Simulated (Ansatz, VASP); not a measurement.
**Two plane-wave programs on Si2P3**

```xyz
5
Lattice="3.4614 0.0000 0.0000 0.0000 3.4614 0.0000 0.0000 0.0000 7.1926" Properties=species:S:1:pos:R:3 pbc="T T T"
Si    0.0000    0.0000    0.0000
Si    1.7307    1.7307    0.0000
P     0.0000    0.0000    3.5963
P     0.0000    1.7307    5.1006
P     1.7307    0.0000    2.0921
```

Alike in both runs: functional PBE; k mesh 5 × 5 × 2; occupations gaussian, width 0.2 eV; no spin polarisation.

Ansatz relaxed the structure, and its values are those at the end. VASP's run is a single point on that final structure, the one shown.

|  | VASP | Ansatz |
| --- | --- | --- |
| version | VASP 6.6.1 | Ansatz 0.2.0 |
| potentials or method | VASP PAW PBE potentials, release 64 (Si, P), cutoff 500 eV | scalar-relativistic, plane waves, PAW |
| valence electrons in the cell | 23 | 23 |

Ansatz gave:

- gap on the k mesh at the Fermi level (eV): none
- pressure (GPa): 0.3
- rms of the force components (eV/Å): 0.012

Task: Which values does VASP return?

Result: gap on the k mesh at the Fermi level (eV): none; pressure (GPa): 0.2; rms of the force components (eV/Å): 0.021.

A gap of «none» marks a metal or a gap that the smearing closes.

The k mesh is coarse, so the values compare programs but aren't converged.
